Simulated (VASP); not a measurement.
Wanted: the native input for a VASP 6.6.1 run.

| Property | Result |
| --- | --- |
| Task | single point |
| Functional | PBE |
| Potentials or basis | VASP PAW PBE potentials, release 64 (Ca_sv, O) |
| Cutoff | 520 eV |
| k mesh | 8 × 8 × 8 |
| Occupations | gaussian, width 0.02 eV |
| Spin | no spin polarisation |
| Dipole correction | no |
| Further INCAR settings | ALGO = Normal; EDIFF = 1e-06; NBANDS = 42 |

The structure of CaO lies in POSCAR:

```
CaO
1.0
   -3.8338877151      3.8338877151      2.3265839099
    3.8338877151     -3.8338877151      2.3265839099
    3.8338877151      3.8338877151     -2.3265839099
Ca O
4 4
Direct
    0.8514271873      0.3514271873      0.2028543745
    0.1485728127      0.6485728127      0.7971456255
    0.3514271873      0.1485728127      0.5000000000
    0.6485728127      0.8514271873      0.5000000000
    0.8530812721      0.6469187279      0.5000000000
    0.1469187279      0.3530812721      0.5000000000
    0.3530812721      0.8530812721      0.2061625442
    0.6469187279      0.1469187279      0.7938374558
```

One way to write it, as run:

INCAR

```
PREC = Accurate
ENCUT = 520
EDIFF = 1E-6
ISMEAR = 0
SIGMA = 0.02
LREAL = False
LASPH = True
NELM = 100
ALGO = Normal
ISIF = 2
LWAVE = False
LCHARG = False
GGA = PE
NBANDS = 42
```

KPOINTS

```
Automatic mesh
0
Gamma
  8 8 8
```

Potentials or basis: VASP PAW PBE potentials, release 64 (Ca_sv, O).

Command:

```bash
$ cat potpaw_PBE.64/Ca_sv/POTCAR potpaw_PBE.64/O/POTCAR > POTCAR
$ mpirun -np 1 vasp_std > vasp.out
```

Results of the run:

- Pressure: 9.2 GPa
- Largest force: 0.017 eV/Å
- Band gap on the k mesh: 2.38 eV

Caveat: the cell stands under pressure.

It took 3.2 min on 1 thread of Intel(R) Xeon(R) 6975P-C (Granite Rapids), on a shared host, peak memory 0.48 GiB.
